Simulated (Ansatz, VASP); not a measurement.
## Cl in VASP and in Ansatz

```
Cl
1.0
     3.20074    0.00000    0.00000
    -1.60037    2.77192    0.00000
     0.00000    0.00000    2.25230
Cl
1
Direct
  0.00000 0.00000 0.00000
```

Change from the starting cell: volume scaled by 0.65, LAPW.

Alike in both runs: task single point; functional PBE; k mesh 14 × 14 × 13; occupations fermi-dirac, width 0.1 eV; no spin polarisation.

|  | VASP | Ansatz |
| --- | --- | --- |
| version | VASP 6.6.1 | Ansatz 0.2.0 |
| potentials or method | VASP PAW PBE potentials, release 64 (Cl), cutoff 520 eV | all-electron LAPW, scalar-relativistic |

```csv
,VASP,Ansatz,Ansatz less VASP
pressure (GPa),9.0,9.2,+0.25
"traceless stress, the component that is largest in VASP (GPa)",-0.18,0.09,+0.269
```

Ansatz ran all-electron here, and VASP with PAW potentials.
